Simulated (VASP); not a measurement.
The system is C.

```
CELL_PARAMETERS angstrom
0.00000 1.78337 1.78337
1.78337 0.00000 1.78337
1.78337 1.78337 0.00000
ATOMIC_POSITIONS crystal
C 0.00000 0.00000 0.00000
C 0.25000 0.25000 0.25000
```

Program: VASP 6.6.1. Alike in all runs: task single point; no spin polarisation; cell as given; k mesh 8 × 8 × 8; cutoff (eV) 520; smearing gaussian 0.01 eV.

Q: Order these runs on this cell by their pressure, lowest first.
A. level BLYP; potentials or basis VASP PAW PBE potentials, release 64 (C)
B. level PBEsol; potentials or basis VASP PAW PBE potentials, release 64 (C)
C. level RPBE; potentials or basis VASP PAW PBE potentials, release 64 (C)
D. level LDA; potentials or basis VASP PAW LDA potentials, release 64 (C)

A: D (-11.6 GPa), B (-3.8 GPa), C (8.5 GPa), A (11.7 GPa).

Caveats: the PAW data sets were made with another functional, which shifts forces and pressure a little (some runs).
